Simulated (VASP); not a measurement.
# Ag (Fm-3m) in VASP: a series of runs

The runs below take Ag through single point, with PBE.

Program: VASP 6.6.1. These are calculated values, not measurements. Logs are shortened: lines on timing, memory, paths and dates and some standing lists are left out, and cuts for length are marked.

## Step 1: The cell of the first run

Symmetry: Fm-3m, No. 225, cubic system. Conventional cell: a = 3.914 Å, b = 3.914 Å, c = 3.914 Å, α = 90.00°, β = 90.00°, γ = 90.00°. Within 3.6 Å of Ag (site symmetry m-3m) lie 12 Ag at 2.77 Å.

## Step 2: Single point, PBE (volume scaled by 0.84)

The input, INCAR:

```
PREC = Accurate
ENCUT = 520
EDIFF = 1E-6
ISMEAR = -1
SIGMA = 0.1
LREAL = F
LASPH = T
NELM = 60
ALGO = Normal
ISIF = 2
LWAVE = F
LCHARG = F
GGA = PE
NBANDS = 12
```

The input, KPOINTS:

```
Automatic mesh
0
Gamma
  16 16 16
```

The input, POSCAR:

```
Ag
1.0
    0.0000000000      1.9570269915      1.9570269915
    1.9570269915      0.0000000000      1.9570269915
    1.9570269915      1.9570269915      0.0000000000
Ag
1
Direct
    0.0000000000      0.0000000000      0.0000000000
```

Potentials or basis: VASP PAW PBE potentials, release 64 (Ag).

Run with:

```console
cat potpaw_PBE.64/Ag/POTCAR > POTCAR
mpirun -np 1 vasp_std > vasp.out
```

OUTCAR:

```text
PREC = Accurate
   ENCUT = 520
   EDIFF = 1E-6
   ISMEAR = -1
   LREAL = F
   LASPH = T
   NELM = 60
   ISIF = 2
   GGA = PE

 ion  position               nearest neighbor table
   1  0.000  0.000  0.000-

  LATTYP: Found a face centered cubic cell.
 ALAT       =     3.9140539830

  Lattice vectors:

 A1 = (   0.0000000000,   1.9570269915,   1.9570269915)
 A2 = (   1.9570269915,   0.0000000000,   1.9570269915)
 A3 = (   1.9570269915,   1.9570269915,   0.0000000000)

Analysis of symmetry for initial positions (statically):
=====================================================================
 Subroutine PRICEL returns:
 Original cell was already a primitive cell.

 Routine SETGRP: Setting up the symmetry group for a
 face centered cubic supercell.

 Subroutine GETGRP returns: Found 48 space group operations
 (whereof 48 operations were pure point group operations)
 out of a pool of 48 trial point group operations.

The static configuration has the point symmetry O_h .

Analysis of symmetry for dynamics (positions and initial velocities):
=====================================================================
 Subroutine PRICEL returns:
 Original cell was already a primitive cell.

 Routine SETGRP: Setting up the symmetry group for a
 face centered cubic supercell.

 Subroutine GETGRP returns: Found 48 space group operations
 (whereof 48 operations were pure point group operations)
 out of a pool of 48 trial point group operations.

The dynamic configuration has the point symmetry O_h .

 Subroutine INISYM returns: Found 48 space group operations
 (whereof 48 operations are pure point group operations),
 and found     1 'primitive' translations

----------------------------------------------------------------------------------------

                                     Primitive cell

  volume of cell :      14.9906

  direct lattice vectors                    reciprocal lattice vectors
     0.000000000  1.957026992  1.957026992    -0.255489578  0.255489578  0.255489578
     1.957026992  0.000000000  1.957026992     0.255489578 -0.255489578  0.255489578
     1.957026992  1.957026992  0.000000000     0.255489578  0.255489578 -0.255489578

  length of vectors
     2.767654113  2.767654113  2.767654113     0.442520930  0.442520930  0.442520930

  position of ions in fractional coordinates (direct lattice)
     0.000000000  0.000000000  0.000000000

  ion indices of the primitive-cell ions
   primitive index   ion index
                 1           1

----------------------------------------------------------------------------------------

 KPOINTS: Automatic mesh

Automatic generation of k-mesh.
 Grid dimensions read from file:
 generate k-points for:   16   16   16

 Generating k-lattice:

  Cartesian coordinates                     Fractional coordinates (reciprocal lattice)
    -0.015968099  0.015968099  0.015968099     0.062500000  0.000000000  0.000000000
     0.015968099 -0.015968099  0.015968099     0.000000000  0.062500000  0.000000000
     0.015968099  0.015968099 -0.015968099     0.000000000  0.000000000  0.062500000

  Length of vectors
     0.027657558  0.027657558  0.027657558

  Shift w.r.t. Gamma in fractional coordinates (k-lattice)
     0.000000000  0.000000000  0.000000000

 Subroutine IBZKPT returns following result:
 ===========================================

 Found    145 irreducible k-points:

 Following reciprocal coordinates:
            Coordinates               Weight
  0.000000  0.000000  0.000000      1.000000
  0.062500  0.000000  0.000000      8.000000
  0.125000  0.000000  0.000000      8.000000
  0.187500  0.000000  0.000000      8.000000
  0.250000  0.000000  0.000000      8.000000
  0.312500  0.000000  0.000000      8.000000
[... 16 lines left out ...]
 -0.125000  0.062500  0.000000     24.000000
 -0.062500  0.062500  0.000000     12.000000
 [... further k-points ...]
   k-points           NKPTS =    145   k-points in BZ     NKDIM =    145   number of bands    NBANDS=     12
   number of dos      NEDOS =    301   number of ions     NIONS =      1
   total plane-waves  NPLWV =  13824
   dimension x,y,z NGX =    24 NGY =   24 NGZ =   24
   dimension x,y,z NGXF=    48 NGYF=   48 NGZF=   48
   ions per type =               1
   NGX,Y,Z   is equivalent  to a cutoff of  14.42, 14.42, 14.42 a.u.
   NGXF,Y,Z  is equivalent  to a cutoff of  28.83, 28.83, 28.83 a.u.
 SYSTEM =  unknown system
   PREC   = accura    normal or accurate (medium, high low for compatibility)
   ISTART =      0    job   : 0-new  1-cont  2-samecut
   ICHARG =      2    charge: 1-file 2-atom 10-const
   ISPIN  =      1    spin polarized calculation?
   LNONCOLLINEAR =      F non collinear calculations
   LSORBIT =      F    spin-orbit coupling
   LASPH  =      T    aspherical Exc in radial PAW
   ENCUT  =  520.0 eV  38.22 Ry    6.18 a.u.   5.15  5.15  5.15*2*pi/ulx,y,z
   NELM   =     60;   NELMIN=  2; NELMDL= -5     # of ELM steps
   EDIFF  = 0.1E-05   stopping-criterion for ELM
   LREAL  =      F    real-space projection
   EDIFFG = 0.1E-04   stopping-criterion for IOM
   NSW    =      0    number of steps for IOM
   IBRION =     -1    ionic relax: 0-MD 1-quasi-New 2-CG
   NFREE  =      0    steps in history (QN), initial steepest desc. (CG)
   ISIF   =      2    stress and relaxation
   ISYM   =      2    0-nonsym 1-usesym 2-fastsym
   POTIM  = 0.5000    time-step for ionic-motion
   TEBEG  =    0.0;   TEEND  =   0.0 temperature during run
   PSTRESS=    0.0 pullay stress
   NELECT =      11.0000    total number of electrons
   NUPDOWN=      -1.0000    fix difference up-down
   EMIN   =  10.00;   EMAX   =-10.00  energy-range for DOS
   EFERMI =   0.00;   METHOD = LEGACY
   ISMEAR =    -1;   SIGMA  =   0.10  broadening in eV -4-tet -1-fermi 0-gaus
   EFERMI_NEDOS =   21; number of points for ismear=-14 and -15
   IALGO  =     38    algorithm
   IMIX   =      4    mixing-type and parameters
     AMIX     =   0.40;   BMIX     =  1.00
     AMIX_MAG =   1.60;   BMIX_MAG =  1.00
  volume/ion in A,a.u.               =      14.99       101.16
  Fermi-wavevector in a.u.,A,eV,Ry     =   1.476609  2.790387 29.665800  2.180375
  Thomas-Fermi vector in A             =   2.591115
   LORBIT       =      0    0 simple, 1 ext, 2 COOP (PROOUT), +10 PAW based schemes
   GGA     = PE    functional components
   LHFCALC =     F    Hartree Fock is set to
   AEXX    =    0.0000 exact exchange contribution
   IVDW    =     0    specifies the selected vdW correction
   LEPSILON=     F    determine dielectric tensor
   LRPA    =     F    only Hartree local field effects (RPA)
 non-spin polarized calculation
  energy-cutoff  :      520.00
  volume of cell :       14.99
 maximum number of plane-waves:       415
 NGX is ok and might be reduce to    24
   NGX = 11   NGY = 11   NGZ = 11

 number of electron      10.9999998 magnetization

 Free energy of the ion-electron system (eV)
  ---------------------------------------------------
  ext. energy  EPLUGINS =         0.00000000
  ---------------------------------------------------
  free energy    TOTEN  =        -2.53317797 eV

  energy without entropy =       -2.52558148  energy(sigma->0) =       -2.52937972

 E-fermi :  10.3709     XC(G=0): -12.9966

 val. band max:       10.3622167439   @ k =   0.5000   0.1875   0.0625
 cond. band min:      10.4029415267   @ k =   0.5000   0.3125   0.1250
 fundamental gap:      0.0407247828
 Fermi energy:        10.3708886139

 k-point     1 :       0.0000    0.0000    0.0000
  band No.  band energies     occupation
      1       1.5896      2.00000
      2       5.0327      2.00000
      3       5.0327      2.00000
      4       5.0327      2.00000
      5       6.3302      2.00000
      6       6.3302      2.00000
      7      26.5961      0.00000
      8      30.9439      0.00000
      9      30.9439      0.00000
     10      30.9439      0.00000
     11      36.1081      0.00000
     12      38.2378      0.00000

 k-point     2 :       0.0625    0.0000    0.0000
  band No.  band energies     occupation
      1       1.7256      2.00000
      2       4.9955      2.00000
      3       5.0743      2.00000
      4       5.0743      2.00000
      5       6.3128      2.00000
      6       6.3128      2.00000
      7      26.6802      0.00000
      8      29.9214      0.00000
      9      31.0522      0.00000
     10      31.0522      0.00000
     11      36.5192      0.00000
     12      37.9818      0.00000

 k-point     3 :       0.1250    0.0000    0.0000
  band No.  band energies     occupation
      1       2.1122      2.00000
      2       4.9146      2.00000
      3       5.1778      2.00000
      4       5.1778      2.00000
      5       6.2832      2.00000
      6       6.2832      2.00000
      7      26.5950      0.00000
      8      28.1896      0.00000
      9      31.3377      0.00000
     10      31.3377      0.00000
     11      35.4972      0.00000
     12      37.1881      0.00000

 k-point     4 :       0.1875    0.0000    0.0000
  band No.  band energies     occupation
      1       2.6565      2.00000
      2       4.9055      2.00000
      3       5.2731      2.00000
      4       5.2731      2.00000
      5       6.3119      2.00000
      6       6.3119      2.00000
      7      24.9277      0.00000
      8      27.6653      0.00000
      9      31.6624      0.00000
     10      31.6624      0.00000
     11      34.5942      0.00000
     12      36.0428      0.00000

 k-point     5 :       0.2500    0.0000    0.0000
  band No.  band energies     occupation
      1       3.1053      2.00000
      2       5.2446      2.00000
      3       5.2776      2.00000
      4       5.2776      2.00000
      5       6.4756      2.00000
      6       6.4756      2.00000
      7      22.5183      0.00000
      8      27.3969      0.00000
      9      31.7177      0.00000
     10      31.7177      0.00000
     11      34.6460      0.00000
     12      35.0800      0.00000

 k-point     6 :       0.3125    0.0000    0.0000
  band No.  band energies     occupation
      1       3.2306      2.00000
      2       5.1987      2.00000
      3       5.1987      2.00000
      4       6.1658      2.00000
      5       6.7485      2.00000
      6       6.7485      2.00000
      7      20.0361      0.00000
      8      26.8792      0.00000
      9      31.1945      0.00000
     10      31.1945      0.00000
     11      34.7766      0.00000
     12      34.7766      0.00000

 k-point     7 :       0.3750    0.0000    0.0000
  band No.  band energies     occupation
      1       3.1762      2.00000
      2       5.0995      2.00000
      3       5.0995      2.00000
      4       7.0346      2.00000
      5       7.0346      2.00000
      6       7.4862      2.00000
      7      17.6689      0.00000
      8      26.3462      0.00000
      9      30.4009      0.00000
     10      30.4009      0.00000
     11      34.9106      0.00000
     12      34.9106      0.00000

 k-point     8 :       0.4375    0.0000    0.0000
  band No.  band energies     occupation
      1       3.1028      2.00000
      2       5.0250      2.00000
      3       5.0250      2.00000
      4       7.2464      2.00000
      5       7.2464      2.00000
      6       8.8673      2.00000
      7      15.6728      0.00000
      8      25.9778      0.00000
      9      29.7897      0.00000
     10      29.7897      0.00000
     11      35.0915      0.00000
     12      35.0915      0.00000
[... 166 lines left out ...]
 k-point    20 :      -0.3125    0.0625    0.0000
  band No.  band energies     occupation
      1       3.3162      2.00000
      2       5.1318      2.00000
      3       5.2180      2.00000
      4       6.1100      2.00000
      5       6.6688      2.00000
      6       7.5230      2.00000
      7      19.3023      0.00000
      8      26.5124      0.00000
      9      29.3313      0.00000
     10      31.9063      0.00000
     11      34.3735      0.00000
     12      34.6906      0.00000

 k-point    21 :      -0.2500    0.0625    0.0000
  band No.  band energies     occupation
      1       3.2884      2.00000
      2       5.1428      2.00000
      3       5.3173      2.00000
      4       5.4041      2.00000
      5       6.3528      2.00000
      6       6.9412      2.00000
      7      21.7722      0.00000
      8      26.9625      0.00000
      9      30.0184      0.00000
     10      33.4127      0.00000
     11      33.4540      0.00000
     12      34.2357      0.00000

 k-point    22 :      -0.1875    0.0625    0.0000
  band No.  band energies     occupation
      1       2.9458      2.00000
      2       4.8330      2.00000
      3       5.3382      2.00000
      4       5.3458      2.00000
      5       6.1530      2.00000
      6       6.5948      2.00000
      7      24.2385      0.00000
      8      27.2887      0.00000
      9      30.4596      0.00000
     10      33.1457      0.00000
     11      33.2244      0.00000
     12      35.6094      0.00000

 k-point    23 :      -0.1250    0.0625    0.0000
  band No.  band energies     occupation
      1       2.3969      2.00000
      2       4.8196      2.00000
      3       5.2521      2.00000
      4       5.2815      2.00000
      5       6.1414      2.00000
      6       6.4184      2.00000
      7      26.3407      0.00000
      8      27.5724      0.00000
      9      30.3936      0.00000
     10      32.3526      0.00000
     11      34.2529      0.00000
     12      37.3509      0.00000

 k-point    24 :      -0.0625    0.0625    0.0000
  band No.  band energies     occupation
      1       1.9463      2.00000
      2       4.9207      2.00000
      3       5.1314      2.00000
      4       5.1659      2.00000
      5       6.2269      2.00000
      6       6.3539      2.00000
      7      26.7735      0.00000
      8      28.9510      0.00000
      9      30.4913      0.00000
     10      31.6214      0.00000
     11      35.8077      0.00000
     12      37.7827      0.00000

 [... further k-points ...]
[... 5 lines left out ...]
  --------------------------------------------------------------------------------------
  -------------------------------------------------------------------------------------
  Total        2.4217839      2.4217839      2.4217839     -0.0000000     -0.0000000     -0.0000000
  in kB      258.8365036    258.8365036    258.8365036     -0.0000000     -0.0000000     -0.0000000
  external PRESSURE =     258.8365036 kB  Pullay stress =       0.0000000 kB

 VOLUME and BASIS-vectors are now :
 -----------------------------------------------------------------------------
  energy-cutoff  :      520.00
  volume of cell :       14.99
      direct lattice vectors                 reciprocal lattice vectors
     0.000000000  1.957026992  1.957026992    -0.255489578  0.255489578  0.255489578
     1.957026992  0.000000000  1.957026992     0.255489578 -0.255489578  0.255489578
     1.957026992  1.957026992  0.000000000     0.255489578  0.255489578 -0.255489578

 POSITION                                       TOTAL-FORCE (eV/Angst)
 -----------------------------------------------------------------------------------
      0.00000      0.00000      0.00000         0.000000      0.000000      0.000000
 -----------------------------------------------------------------------------------
    total drift:                                0.000000     -0.000000      0.000000

  FREE ENERGIE OF THE ION-ELECTRON SYSTEM (eV)
  ---------------------------------------------------
  free  energy   TOTEN  =        -2.5331779653 eV

  energy  without entropy=       -2.5255814750  energy(sigma->0) =       -2.52937972
```

It took 17 s on 1 thread of AMD EPYC 9R14 (Zen 4), shared host; peak memory 0.13 GiB.

What came out:

- Free energy: -2.5332 eV
- Pressure: 25.9 GPa

Levels at points of the mesh, in eV from the Fermi level:
| k point | band 3 | band 4 | band 5 | band 6 | band 7 | band 8 | band 9 | band 10 |
| --- | --- | --- | --- | --- | --- | --- | --- | --- |
| (0.00, 0.00, 0.00) | -5.34 | -5.34 | -4.04 | -4.04 | 16.23 | 20.57 | 20.57 | 20.57 |
| (0.50, 0.00, 0.00) | -5.37 | -3.05 | -3.05 | -0.78 | 4.38 | 15.48 | 19.20 | 19.20 |
| (0.50, 0.50, 0.00) | -3.08 | -2.78 | -2.78 | 1.47 | 7.81 | 11.31 | 11.31 | 18.81 |

[end of part 1 of 2]
